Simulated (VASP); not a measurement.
The system is ZnS.

```
Zn S
1.0
     3.73320    0.00000    0.00000
    -1.86660    3.23305    0.00000
     0.00000    0.00000    6.10674
Zn S
2 2
Direct
  0.66667 0.33333 0.50000
  0.33333 0.66667 0.00000
  0.66667 0.33333 0.88500
  0.33333 0.66667 0.38500
```

Base run:

```yaml
Program: VASP 6.6.1
Functional: RPBE
Potentials_or_basis: VASP PAW PBE potentials, release 64 (Zn, S)
Cutoff: 520 eV
k_mesh: 8 × 8 × 5
Occupations: fermi-dirac, width 0.05 eV
Spin: no spin polarisation
```

Its results: band gap on the k mesh 2.71 eV; pressure 10.9 GPa; largest force 0.409 eV/Å.

Question: The run is repeated on the same cell with these changes: functional from RPBE to r2SCAN; dispersion from none to D4. What comes out?

Answer: Band gap on the k mesh 3.14 eV; pressure 4.8 GPa; largest force 0.410 eV/Å.

Several settings changed at once.

Caveats: the cell stands under pressure; the PAW data sets were made with another functional, which shifts forces and pressure a little.

